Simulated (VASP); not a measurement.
# BN (P6_3mc) in VASP: settings compared

Aim: see how the results for BN move with the level of theory and the settings. Levels: PBE+D3(BJ), RPBE. Tasks: relaxation of shape and atoms at fixed volume.

All numbers are computed with VASP 6.6.1; they aren't measurements. Logs are shortened: lines on timing, memory, paths and dates and some standing lists are left out, and cuts for length are marked.

## Step 1: The cell of the first run

It takes space group P6_3mc (No. 186, hexagonal). The conventional cell has a = 2.549 Å, b = 2.549 Å, c = 4.216 Å, α = 90.00°, β = 90.00°, γ = 120.00°. B (site symmetry 3m) has 4 N at 1.56 to 1.58 Å within 2.1 Å. Within 2.1 Å of N (site symmetry 3m) lie 4 B at 1.56 to 1.58 Å.

## Step 2: Relaxation of shape and atoms at fixed volume, PBE+D3(BJ) (5.93 Å³/atom)

File INCAR:

```
PREC = Accurate ; ENCUT = 600
EDIFF = 1E-7 ; ISMEAR = 0
SIGMA = 0.05 ; LREAL = F
LASPH = T ; NELM = 120
ALGO = Normal ; ISIF = 4
LWAVE = F ; LCHARG = F
GGA = PE ; IVDW = 12
IBRION = 2 ; NSW = 60
EDIFFG = -0.01 ; GGA_COMPAT = F
NELMIN = 4
```

File KPOINTS:

```
Automatic mesh
0
Gamma
  10 10 6
```

File POSCAR:

```
BN
1.0
    2.5488792630      0.0000000000      0.0000000000
   -1.2744396315      2.2073941929      0.0000000000
    0.0000000000      0.0000000000      4.2156804075
B N
2 2
Direct
    0.6666666667      0.3333333333      0.0002721809
    0.3333333333      0.6666666667      0.5002721809
    0.6666666667      0.3333333333      0.3747278191
    0.3333333333      0.6666666667      0.8747278191
```

Potentials or basis: VASP PAW PBE potentials, release 64 (B, N).

Launch:

```sh
$ cat potpaw_PBE.64/B/POTCAR potpaw_PBE.64/N/POTCAR > POTCAR
$ mpirun -np 1 vasp_std > vasp.out
```

OUTCAR:

```text
PREC = Accurate
   ENCUT = 600
   EDIFF = 1E-7
   ISMEAR = 0
   LREAL = F
   LASPH = T
   NELM = 120
   ISIF = 4
   GGA = PE
   IVDW = 12
   IBRION = 2
   NSW = 60
   EDIFFG = -0.01
   NELMIN = 4
 IVDW          = 12

 ion  position               nearest neighbor table
   1  0.667  0.333  0.000-   4 1.56   4 1.56   4 1.56   3 1.58
   2  0.333  0.667  0.500-   3 1.56   3 1.56   3 1.56   4 1.58
   3  0.667  0.333  0.375-   2 1.56   2 1.56   2 1.56   1 1.58
   4  0.333  0.667  0.875-   1 1.56   1 1.56   1 1.56   2 1.58

  LATTYP: Found a hexagonal cell.
 ALAT       =     2.5488792630
 C/A-ratio  =     1.6539349151

  Lattice vectors:

 A1 = (   2.5488792630,   0.0000000000,   0.0000000000)
 A2 = (  -1.2744396315,   2.2073941929,   0.0000000000)
 A3 = (   0.0000000000,   0.0000000000,   4.2156804075)

Analysis of symmetry for initial positions (statically):
=====================================================================
 Subroutine PRICEL returns:
 Original cell was already a primitive cell.

 Routine SETGRP: Setting up the symmetry group for a
 hexagonal supercell.

 Subroutine GETGRP returns: Found 12 space group operations
 (whereof  6 operations were pure point group operations)
 out of a pool of 24 trial point group operations.

The static configuration has the point symmetry C_3v.
 The point group associated with its full space group is C_6v.

Analysis of symmetry for dynamics (positions and initial velocities):
=====================================================================
 Subroutine PRICEL returns:
 Original cell was already a primitive cell.

 Routine SETGRP: Setting up the symmetry group for a
 hexagonal supercell.

 Subroutine GETGRP returns: Found 12 space group operations
 (whereof  6 operations were pure point group operations)
 out of a pool of 24 trial point group operations.

The dynamic configuration has the point symmetry C_3v.
 The point group associated with its full space group is C_6v.

 Subroutine INISYM returns: Found 12 space group operations
 (whereof  6 operations are pure point group operations),
 and found     1 'primitive' translations

----------------------------------------------------------------------------------------

                                     Primitive cell

  volume of cell :      23.7190

  direct lattice vectors                    reciprocal lattice vectors
     2.548879263  0.000000000  0.000000000     0.392329293  0.226511423  0.000000000
    -1.274439631  2.207394193  0.000000000     0.000000000  0.453022846  0.000000000
     0.000000000  0.000000000  4.215680407     0.000000000  0.000000000  0.237209632

  length of vectors
     2.548879263  2.548879263  4.215680407     0.453022846  0.453022846  0.237209632

[... 82 lines left out ...]
   ENCUT  =  600.0 eV  44.10 Ry    6.64 a.u.   5.09  5.09  8.42*2*pi/ulx,y,z
   NELM   =    120;   NELMIN=  4; NELMDL= -5     # of ELM steps
   EDIFF  = 0.1E-06   stopping-criterion for ELM
   LREAL  =      F    real-space projection
   EDIFFG = -.1E-01   stopping-criterion for IOM
   NSW    =     60    number of steps for IOM
   IBRION =      2    ionic relax: 0-MD 1-quasi-New 2-CG
   NFREE  =      1    steps in history (QN), initial steepest desc. (CG)
   ISIF   =      4    stress and relaxation
   ISYM   =      2    0-nonsym 1-usesym 2-fastsym
   POTIM  = 0.5000    time-step for ionic-motion
   TEBEG  =    0.0;   TEEND  =   0.0 temperature during run
   PSTRESS=    0.0 pullay stress
   NELECT =      16.0000    total number of electrons
   NUPDOWN=      -1.0000    fix difference up-down
   EMIN   =  10.00;   EMAX   =-10.00  energy-range for DOS
   EFERMI =   0.00;   METHOD = LEGACY
   ISMEAR =     0;   SIGMA  =   0.05  broadening in eV -4-tet -1-fermi 0-gaus
   EFERMI_NEDOS =   21; number of points for ismear=-14 and -15
   IALGO  =     38    algorithm
   IMIX   =      4    mixing-type and parameters
     AMIX     =   0.40;   BMIX     =  1.00
     AMIX_MAG =   1.60;   BMIX_MAG =  1.00
  volume/ion in A,a.u.               =       5.93        40.02
  Fermi-wavevector in a.u.,A,eV,Ry     =   1.435762  2.713197 28.047232  2.061413
  Thomas-Fermi vector in A             =   2.555025
   LORBIT       =      0    0 simple, 1 ext, 2 COOP (PROOUT), +10 PAW based schemes
   GGA     = PE    functional components
   LHFCALC =     F    Hartree Fock is set to
   AEXX    =    0.0000 exact exchange contribution
   IVDW    =    12    specifies the selected vdW correction
   LEPSILON=     F    determine dielectric tensor
   LRPA    =     F    only Hartree local field effects (RPA)
 conjugate gradient relaxation of ions
 non-spin polarized calculation
 Gauss-broadening in eV      SIGMA  =   0.05
  energy-cutoff  :      600.00
  volume of cell :       23.72
 maximum number of plane-waves:       802
   NGX = 11   NGY = 11   NGZ = 17

--------------------------------------- Ionic step        1  -------------------------------------------

 number of electron      16.0000003 magnetization

 Free energy of the ion-electron system (eV)
  ---------------------------------------------------
  ext. energy  EPLUGINS =         0.00000000
  ---------------------------------------------------
  free energy    TOTEN  =       -34.83824786 eV

  energy without entropy =      -34.83824786  energy(sigma->0) =      -34.83824786

------------------------ aborting loop because EDIFF is reached ----------------------------------------

 Edisp (eV)   -0.83343

 E8    (eV) :    -0.2464
[... 75 lines left out ...]
--------------------------------------- Ionic step        3  -------------------------------------------

 number of electron      16.0000003 magnetization

 Free energy of the ion-electron system (eV)
  ---------------------------------------------------
  ext. energy  EPLUGINS =         0.00000000
  ---------------------------------------------------
  free energy    TOTEN  =       -34.83825200 eV

  energy without entropy =      -34.83825200  energy(sigma->0) =      -34.83825200

 E-fermi :   7.8028     XC(G=0): -12.7937

 val. band max:        7.5110386318   @ k =   0.0000   0.0000   0.0000
 cond. band min:      12.9017705931   @ k =   0.3000   0.3000   0.0000
 fundamental gap:      5.3907319614
 Fermi energy:         7.8028161125

 k-point     1 :       0.0000    0.0000    0.0000
  band No.  band energies     occupation
      1     -12.8513      2.00000
      2      -8.7141      2.00000
      3      -3.3720      2.00000
      4       5.3937      2.00000
      5       5.3937      2.00000
      6       7.2438      2.00000
      7       7.5110      2.00000
      8       7.5110      2.00000
      9      15.8693      0.00000
     10      15.8693      0.00000
     11      16.1015      0.00000
     12      16.9965      0.00000
[... 331 lines left out ...]
 k-point    24 :       0.4000    0.1000    0.1667
  band No.  band energies     occupation
      1      -8.8421      2.00000
      2      -7.3679      2.00000
      3      -2.1185      2.00000
      4      -0.4590      2.00000
      5       1.1772      2.00000
      6       2.1648      2.00000
      7       3.7789      2.00000
      8       4.5979      2.00000
      9      14.7425      0.00000
     10      15.4205      0.00000
     11      18.0999      0.00000
     12      19.5251      0.00000

 [... further k-points ...]

------------------------ aborting loop because EDIFF is reached ----------------------------------------

 Edisp (eV)   -0.83343

 E8    (eV) :    -0.2464
[... 27 lines left out ...]
  FREE ENERGIE OF THE ION-ELECTRON SYSTEM (eV)
  ---------------------------------------------------
  free  energy   TOTEN  =       -35.6716828618 eV

  energy  without entropy=      -35.6716828618  energy(sigma->0) =      -35.67168286

 reached required accuracy - stopping structural energy minimisation
```

OSZICAR:

```text
N       E                     dE             d eps       ncg     rms          rms(c)
DAV:   1     0.598440569825E+02    0.59844E+02   -0.95543E+03  1344   0.146E+03
DAV:   2    -0.338738087532E+02   -0.93718E+02   -0.87777E+02  1944   0.309E+02
DAV:   3    -0.367543806769E+02   -0.28806E+01   -0.28697E+01  1788   0.553E+01
[... 18 lines left out ...]
       N       E                     dE             d eps       ncg     rms          rms(c)
DAV:   1    -0.348382514868E+02   -0.88315E-05   -0.72947E-04  1492   0.261E-01    0.498E-03
DAV:   2    -0.348382521593E+02   -0.67254E-06   -0.91637E-06  1696   0.310E-02    0.312E-03
DAV:   3    -0.348382520087E+02    0.15063E-06   -0.19580E-07  1440   0.497E-03    0.995E-04
DAV:   4    -0.348382520050E+02    0.37556E-08   -0.79216E-08   912   0.271E-03
   3 F= -.35671683E+02 E0= -.35671683E+02  d E =-.564579E-05
```

Run time: 44 s. Hardware: 1 thread of Intel Xeon Platinum 8259CL at 2.50GHz (Skylake/Cascade Lake), shared host; peak memory 0.16 GiB.

What came out:

```yaml
Free_energy: -35.6717 eV
Energy_gained_by_relaxing: 0.0 meV/atom
Ionic_steps: 3
Pressure_after_relaxing: -3.2 GPa
Band_gap_on_the_k_mesh: 5.39 eV (least direct gap 8.26 eV)
Dispersion_energy_per_atom: -0.208 eV
```

Final structure:
```xyz
4
Lattice="2.5490 0.0000 0.0000 -1.2745 2.2075 0.0000 0.0000 0.0000 4.2154" Properties=species:S:1:pos:R:3 pbc="T T T"
B     1.2745    0.7358    0.0009
B     0.0000    1.4716    2.1086
N     1.2745    0.7358    1.5799
N     0.0000    1.4716    3.6876
```

Levels at points of the mesh, in eV from the valence-band top:
| k point | band 4 | band 5 | band 6 | band 7 | band 8 | band 9 | band 10 | band 11 | band 12 |
| --- | --- | --- | --- | --- | --- | --- | --- | --- | --- |
| (0.00, 0.00, 0.00) | -2.12 | -2.12 | -0.27 | 0.00 | 0.00 | 8.36 | 8.36 | 8.59 | 9.49 |
| (0.50, 0.00, 0.00) | -7.78 | -6.89 | -4.97 | -4.39 | -2.10 | 6.70 | 7.96 | 10.59 | 11.46 |
| (0.00, 0.00, 0.50) | -5.70 | -1.17 | -1.17 | -1.17 | -1.17 | 9.46 | 9.46 | 9.91 | 9.91 |
| (0.50, 0.00, 0.50) | -9.99 | -3.75 | -3.75 | -3.56 | -3.56 | 6.58 | 6.58 | 10.02 | 10.02 |

## Step 3: Relaxation of shape and atoms at fixed volume, RPBE (5.94 Å³/atom)

This run uses another cell than the first one, of 5.94 Å³/atom.

File INCAR:

```
SYSTEM = BN
PREC = Accurate
ENCUT = 600
EDIFF = 1E-7
ISMEAR = 0
SIGMA = 0.05
LREAL = .FALSE.
LASPH = .TRUE.
NELM = 120
ALGO = Normal
ISIF = 4
LWAVE = .FALSE.
LCHARG = .FALSE.
GGA = RP
IBRION = 2
NSW = 60
EDIFFG = -0.01
GGA_COMPAT = .FALSE.
NELMIN = 4
```

File KPOINTS:

```
Automatic mesh
0
G
  10 10 6
  0 0 0
```

File POSCAR:

```
BN
1.0
    2.5509942174      0.0000000000      0.0000000000
   -1.2754971087      2.2092257972      0.0000000000
    0.0000000000      0.0000000000      4.2171405168
B N
2 2
Direct
    0.6666666667      0.3333333333      0.0001136907
    0.3333333333      0.6666666667      0.5001136907
    0.6666666667      0.3333333333      0.3748863093
    0.3333333333      0.6666666667      0.8748863093
```

Potentials or basis: VASP PAW PBE potentials, release 64 (B, N).

Launch:

```sh
$ cat potpaw_PBE.64/B/POTCAR potpaw_PBE.64/N/POTCAR > POTCAR
$ mpirun -np 1 vasp_std > vasp.out
```

OUTCAR:

```text
SYSTEM = BN
   PREC = Accurate
   ENCUT = 600
   EDIFF = 1E-7
   ISMEAR = 0
   LREAL = .FALSE.
   LASPH = .TRUE.
   NELM = 120
   ISIF = 4
   GGA = RP
   IBRION = 2
   NSW = 60
   EDIFFG = -0.01
   NELMIN = 4

 ion  position               nearest neighbor table
   1  0.667  0.333  0.000-   4 1.56   4 1.56   4 1.56   3 1.58
   2  0.333  0.667  0.500-   3 1.56   3 1.56   3 1.56   4 1.58
   3  0.667  0.333  0.375-   2 1.56   2 1.56   2 1.56   1 1.58
   4  0.333  0.667  0.875-   1 1.56   1 1.56   1 1.56   2 1.58

  LATTYP: Found a hexagonal cell.
 ALAT       =     2.5509942174
 C/A-ratio  =     1.6531360550

  Lattice vectors:

 A1 = (   2.5509942174,   0.0000000000,   0.0000000000)
 A2 = (  -1.2754971087,   2.2092257972,   0.0000000000)
 A3 = (   0.0000000000,   0.0000000000,   4.2171405168)

Analysis of symmetry for initial positions (statically):
=====================================================================
 Subroutine PRICEL returns:
 Original cell was already a primitive cell.

 Routine SETGRP: Setting up the symmetry group for a
 hexagonal supercell.

 Subroutine GETGRP returns: Found 12 space group operations
 (whereof  6 operations were pure point group operations)
 out of a pool of 24 trial point group operations.

The static configuration has the point symmetry C_3v.
 The point group associated with its full space group is C_6v.

Analysis of symmetry for dynamics (positions and initial velocities):
=====================================================================
 Subroutine PRICEL returns:
 Original cell was already a primitive cell.

 Routine SETGRP: Setting up the symmetry group for a
 hexagonal supercell.

 Subroutine GETGRP returns: Found 12 space group operations
 (whereof  6 operations were pure point group operations)
 out of a pool of 24 trial point group operations.

The dynamic configuration has the point symmetry C_3v.
 The point group associated with its full space group is C_6v.

[... 142 lines left out ...]

 number of electron      16.0000003 magnetization

 Free energy of the ion-electron system (eV)
  ---------------------------------------------------
  ext. energy  EPLUGINS =         0.00000000
  ---------------------------------------------------
  free energy    TOTEN  =       -33.18028783 eV

  energy without entropy =      -33.18028783  energy(sigma->0) =      -33.18028783

------------------------ aborting loop because EDIFF is reached ----------------------------------------

  FORCE on cell =-STRESS in cart. coord.  units (eV):
  Direction    XX          YY          ZZ          XY          YZ          ZX
  --------------------------------------------------------------------------------------
  -------------------------------------------------------------------------------------
  Total        1.1141658      1.1141658      1.1329120      0.0000000      0.0000000     -0.0000000
  in kB       75.1091368     75.1091368     76.3728669      0.0000000      0.0000000     -0.0000000
  external PRESSURE =      75.5303802 kB  Pullay stress =       0.0000000 kB
[... 63 lines left out ...]
--------------------------------------- Ionic step        3  -------------------------------------------

 number of electron      16.0000003 magnetization

 Free energy of the ion-electron system (eV)
  ---------------------------------------------------
  ext. energy  EPLUGINS =         0.00000000
  ---------------------------------------------------
  free energy    TOTEN  =       -33.18031213 eV

  energy without entropy =      -33.18031213  energy(sigma->0) =      -33.18031213

 E-fermi :   7.8918     XC(G=0): -12.6881

 val. band max:        7.6022054269   @ k =   0.0000   0.0000   0.0000
 cond. band min:      13.0658783939   @ k =   0.3000   0.3000   0.0000
 fundamental gap:      5.4636729669
 Fermi energy:         7.8918164471

 k-point     1 :       0.0000    0.0000    0.0000
  band No.  band energies     occupation
      1     -12.8058      2.00000
      2      -8.6910      2.00000
      3      -3.2701      2.00000
      4       5.4870      2.00000
      5       5.4870      2.00000
      6       7.3358      2.00000
      7       7.6022      2.00000
      8       7.6022      2.00000
      9      16.0023      0.00000
     10      16.0023      0.00000
     11      16.2406      0.00000
     12      17.0420      0.00000
[... 331 lines left out ...]
 k-point    24 :       0.4000    0.1000    0.1667
  band No.  band energies     occupation
      1      -8.8190      2.00000
      2      -7.3492      2.00000
      3      -2.0273      2.00000
      4      -0.3752      2.00000
      5       1.2676      2.00000
      6       2.2618      2.00000
      7       3.8794      2.00000
      8       4.6948      2.00000
      9      14.8776      0.00000
     10      15.5417      0.00000
     11      18.2249      0.00000
     12      19.6233      0.00000

 [... further k-points ...]

------------------------ aborting loop because EDIFF is reached ----------------------------------------

  FORCE on cell =-STRESS in cart. coord.  units (eV):
  Direction    XX          YY          ZZ          XY          YZ          ZX
  --------------------------------------------------------------------------------------
  -------------------------------------------------------------------------------------
  Total        1.1159921      1.1159921      1.1235047      0.0000000      0.0000000      0.0000000
  in kB       75.2322521     75.2322521     75.7386984      0.0000000      0.0000000      0.0000000
  external PRESSURE =      75.4010675 kB  Pullay stress =       0.0000000 kB
[... 19 lines left out ...]
  FREE ENERGIE OF THE ION-ELECTRON SYSTEM (eV)
  ---------------------------------------------------
  free  energy   TOTEN  =       -33.1803121288 eV

  energy  without entropy=      -33.1803121288  energy(sigma->0) =      -33.18031213

 reached required accuracy - stopping structural energy minimisation
```

OSZICAR:

```text
N       E                     dE             d eps       ncg     rms          rms(c)
DAV:   1     0.610634757322E+02    0.61063E+02   -0.95361E+03  1344   0.146E+03
DAV:   2    -0.320300935255E+02   -0.93094E+02   -0.86810E+02  1884   0.310E+02
DAV:   3    -0.349698616240E+02   -0.29398E+01   -0.29283E+01  1792   0.554E+01
[... 19 lines left out ...]
       N       E                     dE             d eps       ncg     rms          rms(c)
DAV:   1    -0.331803084920E+02   -0.32348E-04   -0.36252E-03  1524   0.578E-01    0.111E-02
DAV:   2    -0.331803128316E+02   -0.43396E-05   -0.51229E-05  1672   0.727E-02    0.701E-03
DAV:   3    -0.331803121486E+02    0.68297E-06   -0.97213E-07  1708   0.113E-02    0.274E-03
DAV:   4    -0.331803121288E+02    0.19804E-07   -0.52194E-07  1652   0.707E-03
   3 F= -.33180312E+02 E0= -.33180312E+02  d E =-.242987E-04
```

CONTCAR:

```text
BN
   1.00000000000000
     2.5509075196263780    0.0000000000000000   -0.0000000000000000
    -1.2754537598131890    2.2091507147258866    0.0000000000000000
     0.0000000000000000    0.0000000000000000    4.2174271778439110
  B               N
     2     2
Direct
     0.6666666667000030    0.3333333332999970    0.0002339748370992
     0.3333333332999970    0.6666666667000030    0.5002339748370992
     0.6666666667000030    0.3333333332999970    0.3747660251629008
     0.3333333332999970    0.6666666667000030    0.8747660251629008

  0.00000000E+00  0.00000000E+00  0.00000000E+00
  0.00000000E+00  0.00000000E+00  0.00000000E+00
  0.00000000E+00  0.00000000E+00  0.00000000E+00
  0.00000000E+00  0.00000000E+00  0.00000000E+00
```

Wall time 32 s (1 thread of Intel Xeon Platinum 8259CL at 2.50GHz (Skylake/Cascade Lake), shared host); peak memory 0.14 GiB.

What came out:

```yaml
Free_energy: -33.1803 eV
Energy_gained_by_relaxing: 0.0 meV/atom
Ionic_steps: 3
Pressure_after_relaxing: 7.5 GPa
Band_gap_on_the_k_mesh: 5.46 eV (least direct gap 8.30 eV)
```

Final structure:
```
CELL_PARAMETERS angstrom
2.55091 0.00000 0.00000
-1.27545 2.20915 0.00000
0.00000 0.00000 4.21743
ATOMIC_POSITIONS crystal
B 0.66667 0.33333 0.00023
B 0.33333 0.66667 0.50023
N 0.66667 0.33333 0.37477
N 0.33333 0.66667 0.87477
```

Caveat: the PAW data sets were made with another functional, which shifts forces and pressure a little.

[end of part 1 of 2]
